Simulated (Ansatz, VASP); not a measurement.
Two plane-wave programs on In2O

File INCAR:

```
ALGO = Normal
EDIFF = 1E-6
EDIFFG = -0.01
ENCUT = 600
GGA = PE
IBRION = 2
ISIF = 3
ISMEAR = 0
LASPH = True
LCHARG = False
LREAL = False
LWAVE = False
NELM = 60
NSW = 100
PREC = Accurate
SIGMA = 0.1
```

The input KPOINTS:

```
k-points
0
Gamma
  15 15 4
```

File POSCAR:

```
In2O
1.0
    3.2552322891      0.0000000000      0.0000000000
   -1.6276161445      2.8191138576      0.0000000000
    0.0000000000      0.0000000000     14.2233039498
In O
4 2
Direct
    0.3333333333      0.6666666667      0.6372955508
    0.6666666667      0.3333333333      0.1372955508
    0.6666666667      0.3333333333      0.3627044492
    0.3333333333      0.6666666667      0.8627044492
    0.3333333333      0.6666666667      0.2500000000
    0.6666666667      0.3333333333      0.7500000000
```

Input for Ansatz:

```yaml
crystal:
  lattice:
    - [3.2552322891, 0.0, 0.0]
    - [-1.6276161445, 2.8191138576, 0.0]
    - [0.0, 0.0, 14.2233039498]
  atoms:
    - { symbol: In, position: [0.3333333333, 0.6666666667, 0.6372955508] }
    - { symbol: In, position: [0.6666666667, 0.3333333333, 0.1372955508] }
    - { symbol: In, position: [0.6666666667, 0.3333333333, 0.3627044492] }
    - { symbol: In, position: [0.3333333333, 0.6666666667, 0.8627044492] }
    - { symbol: O, position: [0.3333333333, 0.6666666667, 0.25] }
    - { symbol: O, position: [0.6666666667, 0.3333333333, 0.75] }
basis:
  ecutwfc: 420
kpoints:
  mp_grid: { grid: [15, 15, 4] }
hamiltonian:
  xc: pbe
scf:
  occupations: { method: gaussian, width: 0.1 }
output:
  forces: true
  stress: true
  eigenvalues: true
  write_density: true
  write_potential: true
  elf: true
  volumetric_format: npy
relax:
  adjacent_minimum: "off"
  f_tol: 0.01
  max_steps: 80
  cell: { stress_tol: 0.05 }
```

Change from the starting cell: species swapped into the Re2C type (P6_3/mmc, No. 194).

Alike in both runs: task relaxation of cell and atoms; functional PBE; k mesh 15 × 15 × 4; occupations gaussian, width 0.1 eV; no spin polarisation.

|  | VASP | Ansatz |
| --- | --- | --- |
| version | VASP 6.6.1 | Ansatz 0.2.0 |
| potentials or method | VASP PAW PBE potentials, release 64 (In_d, O), cutoff 600 eV | scalar-relativistic, plane waves, PAW |
| valence electrons in the cell | 64 | 64 |

|  | VASP | Ansatz | Ansatz less VASP |
| --- | --- | --- | --- |
| gap on the k mesh at the Fermi level, each at its own relaxed structure (eV) | none | none | - |
| relaxed volume (Å³/atom) | 21.27 | 21.32 | +0.051 |
| relaxed length of the cell vector where the two differ most in proportion (Å) | 13.782 | 13.797 | +0.0150 |

A gap of «none» marks a metal or a gap that the smearing closes.
